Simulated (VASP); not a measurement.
# P (Fd-3m) in VASP: relaxation of cell and atoms with LDA

Aim: the relaxation of cell and atoms of P with LDA.

Everything below comes from runs of VASP 6.6.1. Logs are shortened: lines on timing, memory, paths and dates and some standing lists are left out, and cuts for length are marked.

### Step 1. The cell of the first run

It takes space group Fd-3m (No. 227, cubic). Conventional cell: a = 5.344 Å, b = 5.344 Å, c = 5.344 Å, α = 90.00°, β = 90.00°, γ = 90.00°. P (site symmetry -43m) has 4 P at 2.31 Å within 3.1 Å.

### Step 2. Relaxation of cell and atoms, LDA

The input, INCAR:

```
PREC = Accurate ; ENCUT = 500
EDIFF = 1E-7 ; ISMEAR = 0
SIGMA = 0.02 ; LREAL = False
LASPH = True ; NELM = 120
ALGO = Normal ; ISIF = 3
LWAVE = False ; LCHARG = False
GGA = CA ; IBRION = 2
NSW = 80 ; EDIFFG = -0.03
GGA_COMPAT = False ; NELMIN = 4
```

The input, KPOINTS:

```
Automatic mesh
0
Gamma
  7 7 7
```

The input, POSCAR:

```
P
1.0
    0.0000000000      2.6720339773      2.6720339773
    2.6720339773      0.0000000000      2.6720339773
    2.6720339773      2.6720339773      0.0000000000
P
2
Direct
    1.0000000000      1.0000000000      1.0000000000
    0.2500000000      0.2500000000      0.2500000000
```

Potentials or basis: VASP PAW LDA potentials, release 64 (P).

The run is started by

```sh
$ cat potpaw_LDA.64/P/POTCAR > POTCAR
$ mpirun -np 1 vasp_std > vasp.out
```

OUTCAR:

```text
PREC = Accurate
   ENCUT = 500
   EDIFF = 1E-7
   ISMEAR = 0
   LREAL = False
   LASPH = True
   NELM = 120
   ISIF = 3
   GGA = CA
   IBRION = 2
   NSW = 80
   EDIFFG = -0.03
   NELMIN = 4

 ion  position               nearest neighbor table
   1  0.000  0.000  0.000-   2 2.31   2 2.31   2 2.31   2 2.31
   2  0.250  0.250  0.250-   1 2.31   1 2.31   1 2.31   1 2.31

  LATTYP: Found a face centered cubic cell.
 ALAT       =     5.3440679546

  Lattice vectors:

 A1 = (   0.0000000000,   2.6720339773,   2.6720339773)
 A2 = (   2.6720339773,   0.0000000000,   2.6720339773)
 A3 = (   2.6720339773,   2.6720339773,   0.0000000000)

Analysis of symmetry for initial positions (statically):
=====================================================================
 Subroutine PRICEL returns:
 Original cell was already a primitive cell.

 Routine SETGRP: Setting up the symmetry group for a
 face centered cubic supercell.

 Subroutine GETGRP returns: Found 48 space group operations
 (whereof 24 operations were pure point group operations)
 out of a pool of 48 trial point group operations.

The static configuration has the point symmetry T_d .
 The point group associated with its full space group is O_h .

Analysis of symmetry for dynamics (positions and initial velocities):
=====================================================================
 Subroutine PRICEL returns:
 Original cell was already a primitive cell.

 Routine SETGRP: Setting up the symmetry group for a
 face centered cubic supercell.

 Subroutine GETGRP returns: Found 48 space group operations
 (whereof 24 operations were pure point group operations)
 out of a pool of 48 trial point group operations.

The dynamic configuration has the point symmetry T_d .
 The point group associated with its full space group is O_h .

 Subroutine INISYM returns: Found 48 space group operations
 (whereof 24 operations are pure point group operations),
 and found     1 'primitive' translations

----------------------------------------------------------------------------------------

                                     Primitive cell

  volume of cell :      38.1554

  direct lattice vectors                    reciprocal lattice vectors
     0.000000000  2.672033977  2.672033977    -0.187123369  0.187123369  0.187123369
     2.672033977  0.000000000  2.672033977     0.187123369 -0.187123369  0.187123369
     2.672033977  2.672033977  0.000000000     0.187123369  0.187123369 -0.187123369

  length of vectors
     3.778826690  3.778826690  3.778826690     0.324107182  0.324107182  0.324107182

  position of ions in fractional coordinates (direct lattice)
     0.000000000  0.000000000  0.000000000
     0.250000000  0.250000000  0.250000000

  ion indices of the primitive-cell ions
   primitive index   ion index
                 1           1
                 2           2

----------------------------------------------------------------------------------------

 KPOINTS: Automatic mesh

Automatic generation of k-mesh.
 Grid dimensions read from file:
 generate k-points for:    7    7    7

 Generating k-lattice:

  Cartesian coordinates                     Fractional coordinates (reciprocal lattice)
    -0.026731910  0.026731910  0.026731910     0.142857143  0.000000000  0.000000000
     0.026731910 -0.026731910  0.026731910     0.000000000  0.142857143  0.000000000
     0.026731910  0.026731910 -0.026731910     0.000000000  0.000000000  0.142857143

  Length of vectors
     0.046301026  0.046301026  0.046301026

  Shift w.r.t. Gamma in fractional coordinates (k-lattice)
     0.000000000  0.000000000  0.000000000

 Subroutine IBZKPT returns following result:
 ===========================================

 Found     20 irreducible k-points:

 Following reciprocal coordinates:
            Coordinates               Weight
  0.000000  0.000000  0.000000      1.000000
  0.142857  0.000000  0.000000      8.000000
  0.285714  0.000000  0.000000      8.000000
  0.428571  0.000000  0.000000      8.000000
  0.142857  0.142857  0.000000      6.000000
  0.285714  0.142857  0.000000     24.000000
[... 12 lines left out ...]
 -0.428571  0.428571  0.142857     24.000000
 -0.285714  0.428571  0.142857     24.000000
   k-points           NKPTS =     20   k-points in BZ     NKDIM =     20   number of bands    NBANDS=      9
   number of dos      NEDOS =    301   number of ions     NIONS =      2
   total plane-waves  NPLWV =  21952
   dimension x,y,z NGX =    28 NGY =   28 NGZ =   28
   dimension x,y,z NGXF=    56 NGYF=   56 NGZF=   56
   ions per type =               2
   NGX,Y,Z   is equivalent  to a cutoff of  12.32, 12.32, 12.32 a.u.
   NGXF,Y,Z  is equivalent  to a cutoff of  24.64, 24.64, 24.64 a.u.
 SYSTEM =  unknown system
   PREC   = accura    normal or accurate (medium, high low for compatibility)
   ISTART =      0    job   : 0-new  1-cont  2-samecut
   ICHARG =      2    charge: 1-file 2-atom 10-const
   ISPIN  =      1    spin polarized calculation?
   LNONCOLLINEAR =      F non collinear calculations
   LSORBIT =      F    spin-orbit coupling
   LASPH  =      T    aspherical Exc in radial PAW
   ENCUT  =  500.0 eV  36.75 Ry    6.06 a.u.   6.89  6.89  6.89*2*pi/ulx,y,z
   NELM   =    120;   NELMIN=  4; NELMDL= -5     # of ELM steps
   EDIFF  = 0.1E-06   stopping-criterion for ELM
   LREAL  =      F    real-space projection
   EDIFFG = -.3E-01   stopping-criterion for IOM
   NSW    =     80    number of steps for IOM
   IBRION =      2    ionic relax: 0-MD 1-quasi-New 2-CG
   NFREE  =      1    steps in history (QN), initial steepest desc. (CG)
   ISIF   =      3    stress and relaxation
   ISYM   =      2    0-nonsym 1-usesym 2-fastsym
   POTIM  = 0.5000    time-step for ionic-motion
   TEBEG  =    0.0;   TEEND  =   0.0 temperature during run
   PSTRESS=    0.0 pullay stress
   NELECT =      10.0000    total number of electrons
   NUPDOWN=      -1.0000    fix difference up-down
   EMIN   =  10.00;   EMAX   =-10.00  energy-range for DOS
   EFERMI =   0.00;   METHOD = LEGACY
   ISMEAR =     0;   SIGMA  =   0.02  broadening in eV -4-tet -1-fermi 0-gaus
   EFERMI_NEDOS =   21; number of points for ismear=-14 and -15
   IALGO  =     38    algorithm
   IMIX   =      4    mixing-type and parameters
     AMIX     =   0.40;   BMIX     =  1.00
     AMIX_MAG =   1.60;   BMIX_MAG =  1.00
  volume/ion in A,a.u.               =      19.08       128.74
  Fermi-wavevector in a.u.,A,eV,Ry     =   1.047666  1.979802 14.933810  1.097604
  Thomas-Fermi vector in A             =   2.182556
   LORBIT       =      0    0 simple, 1 ext, 2 COOP (PROOUT), +10 PAW based schemes
   GGA     = CA    functional components
   LHFCALC =     F    Hartree Fock is set to
   AEXX    =    0.0000 exact exchange contribution
   IVDW    =     0    specifies the selected vdW correction
   LEPSILON=     F    determine dielectric tensor
   LRPA    =     F    only Hartree local field effects (RPA)
 conjugate gradient relaxation of ions
 non-spin polarized calculation
 Gauss-broadening in eV      SIGMA  =   0.02
  energy-cutoff  :      500.00
  volume of cell :       38.16
 maximum number of plane-waves:       984
   NGX = 13   NGY = 13   NGZ = 13

 number of electron      10.0000000 magnetization

 number of electron       9.9999998 magnetization

 Free energy of the ion-electron system (eV)
  ---------------------------------------------------
  ext. energy  EPLUGINS =         0.00000000
  ---------------------------------------------------
  free energy    TOTEN  =       -10.85760049 eV

  energy without entropy =      -10.85648529  energy(sigma->0) =      -10.85704289

 E-fermi :   6.7963     XC(G=0): -10.0470

 val. band max:        6.7830117915   @ k =  -0.4286   0.2857   0.1429
 cond. band min:       6.8524032853   @ k =   0.2857   0.1429   0.0000
 fundamental gap:      0.0693914938
 Fermi energy:         6.7963212152

 k-point     1 :       0.0000    0.0000    0.0000
  band No.  band energies     occupation
      1      -8.9021      2.00000
      2       3.4602      2.00000
      3       3.4602      2.00000
      4       3.4602      2.00000
      5       3.8616      2.00000
      6       6.6673      2.00000
      7       6.6673      2.00000
      8       6.6673      2.00000
      9      12.6441      0.00000

 k-point     2 :       0.1429    0.0000    0.0000
  band No.  band energies     occupation
      1      -8.6540      2.00000
      2       1.0387      2.00000
      3       3.1623      2.00000
      4       3.1623      2.00000
      5       5.0406      2.00000
      6       7.1241      0.00000
      7       7.1241      0.00000
      8       7.6201      0.00000
      9      12.9041      0.00000

 k-point     3 :       0.2857    0.0000    0.0000
  band No.  band energies     occupation
      1      -7.9523      2.00000
      2      -1.4515      2.00000
      3       2.6821      2.00000
      4       2.6821      2.00000
      5       4.7393      2.00000
      6       7.7583      0.00000
      7       7.7583      0.00000
      8      10.1076      0.00000
      9      13.0030      0.00000

 k-point     4 :       0.4286    0.0000    0.0000
  band No.  band energies     occupation
      1      -7.0648      2.00000
      2      -3.2779      2.00000
      3       2.3937      2.00000
      4       2.3937      2.00000
      5       4.4258      2.00000
      6       7.9132      0.00000
      7       7.9132      0.00000
      8      12.3214      0.00000
      9      14.2548      0.00000
[... 157 lines left out ...]
 k-point    18 :      -0.4286    0.2857    0.1429
  band No.  band energies     occupation
      1      -6.4162      2.00000
      2      -3.5720      2.00000
      3       0.2793      2.00000
      4       1.5087      2.00000
      5       6.7830      1.65336
      6       7.8146      0.00000
      7       9.5289      0.00000
      8      10.5566      0.00000
      9      12.6765      0.00000

 k-point    19 :      -0.4286    0.4286    0.1429
  band No.  band energies     occupation
      1      -5.8759      2.00000
      2      -4.1011      2.00000
      3       0.4398      2.00000
      4       0.8081      2.00000
      5       6.5102      2.00000
      6       6.8995      0.00000
      7      10.0378      0.00000
      8      11.8526      0.00000
      9      13.7959      0.00000

 k-point    20 :      -0.2857    0.4286    0.1429
  band No.  band energies     occupation
      1      -5.5351      2.00000
      2      -4.4446      2.00000
      3      -0.0439      2.00000
      4       0.8820      2.00000
      5       6.9388      0.00000
      6       9.0084      0.00000
      7       9.6187      0.00000
      8       9.7711      0.00000
      9      12.9779      0.00000

------------------------ aborting loop because EDIFF is reached ----------------------------------------

  FORCE on cell =-STRESS in cart. coord.  units (eV):
  Direction    XX          YY          ZZ          XY          YZ          ZX
  --------------------------------------------------------------------------------------
  -------------------------------------------------------------------------------------
  Total       -0.0238203     -0.0238203     -0.0238203     -0.0000000     -0.0000000      0.0000000
  in kB       -1.0002333     -1.0002333     -1.0002333     -0.0000000     -0.0000000      0.0000000
  external PRESSURE =      -1.0002333 kB  Pullay stress =       0.0000000 kB

 VOLUME and BASIS-vectors are now :
 -----------------------------------------------------------------------------
  energy-cutoff  :      500.00
  volume of cell :       38.16
      direct lattice vectors                 reciprocal lattice vectors
     0.000000000  2.672033977  2.672033977    -0.187123369  0.187123369  0.187123369
     2.672033977  0.000000000  2.672033977     0.187123369 -0.187123369  0.187123369
     2.672033977  2.672033977  0.000000000     0.187123369  0.187123369 -0.187123369

 POSITION                                       TOTAL-FORCE (eV/Angst)
 -----------------------------------------------------------------------------------
      0.00000      0.00000      0.00000        -0.000000      0.000000     -0.000000
      1.33602      1.33602      1.33602         0.000000     -0.000000      0.000000
 -----------------------------------------------------------------------------------
    total drift:                                0.000000      0.000000      0.000000

  FREE ENERGIE OF THE ION-ELECTRON SYSTEM (eV)
  ---------------------------------------------------
  free  energy   TOTEN  =       -10.8576004868 eV

  energy  without entropy=      -10.8564852937  energy(sigma->0) =      -10.85704289

 reached required accuracy - stopping structural energy minimisation
```

Run time: 2.8 s. Hardware: 1 thread of Intel Xeon 6975P-C (Granite Rapids), shared host; peak memory 0.13 GiB.

What came out:

| Property | Result |
| --- | --- |
| Free energy | -10.8576 eV |
| Pressure after relaxing | -0.1 GPa |
| Band gap on the k mesh | zero (band 5 reaches 6.94 eV, above the bottom of band 6 at 5.68 eV) |

Final structure:
```
CELL_PARAMETERS angstrom
0.00000 2.67203 2.67203
2.67203 0.00000 2.67203
2.67203 2.67203 0.00000
ATOMIC_POSITIONS crystal
P 0.00000 0.00000 0.00000
P 0.25000 0.25000 0.25000
```

Levels at points of the mesh, in eV from the Fermi level:
```csv
k point,band 2,band 3,band 4,band 5,band 6,band 7,band 8,band 9
"(0.00, 0.00, 0.00)",-3.34,-3.34,-3.34,-2.93,-0.13,-0.13,-0.13,5.85
```

Caveat: the relaxation stopped at its first step, so nothing moved.
